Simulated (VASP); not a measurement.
Set up this calculation in VASP 6.6.1, as the native input.

- Task: relaxation of cell and atoms
- Functional: LDA
- Potentials or basis: VASP PAW LDA potentials, release 64 (Be, S)
- Cutoff: 600 eV
- k mesh: 12 × 12 × 12
- Occupations: fermi-dirac, width 0.1 eV
- Spin: no spin polarisation
- Dipole correction: no
- Further INCAR settings: ALGO = Normal; EDIFF = 1e-07; IBRION = 2; EDIFFG = -0.002; NSW = 100; ISIF = 3

The structure of BeS lies in POSCAR:

```
BeS
1.0
    2.4250000000      2.4250000000      0.0000000000
   -2.4250000000      2.4250000000      0.0000000000
    0.0000000000      2.4250000000      2.4250000000
Be S
1 1
Direct
    0.0000000000      0.0000000000      0.0000000000
    0.7500000000      0.2500000000      0.5000000000
```

The input as run:

INCAR

```
PREC = Accurate
ENCUT = 600
EDIFF = 1E-7
ISMEAR = -1
SIGMA = 0.1
LREAL = False
LASPH = True
NELM = 60
ALGO = Normal
ISIF = 3
LWAVE = False
LCHARG = False
IBRION = 2
NSW = 100
EDIFFG = -0.002
```

KPOINTS

```
Automatic mesh
0
Gamma
  12 12 12
```

Potentials or basis: VASP PAW LDA potentials, release 64 (Be, S).

Run with:

```bash
$ cat potpaw_LDA.64/Be/POTCAR potpaw_LDA.64/S/POTCAR > POTCAR
$ mpirun -np 1 vasp_std > vasp.out
```

Results of the run:

```
Relaxed volume                         : 13.80 Å³/atom
Relaxed cell                           : a = 3.392 Å, b = 3.392 Å, c = 3.392 Å, α = 60.00°, β = 60.00°, γ = 90.00°
Space group after relaxing (to 0.05 Å) : F-43m (No. 216)
Energy gained by relaxing              : 4.6 meV/atom
Ionic steps                            : 3
Pressure after relaxing                : 0.0 GPa
Band gap on the k mesh                 : 2.83 eV, indirect (least direct gap 5.53 eV)
```

Run time: 45 s on 1 thread of AMD EPYC 7R43 64-Core Processor (Zen 3), with other jobs on the host, peak memory 0.11 GiB.
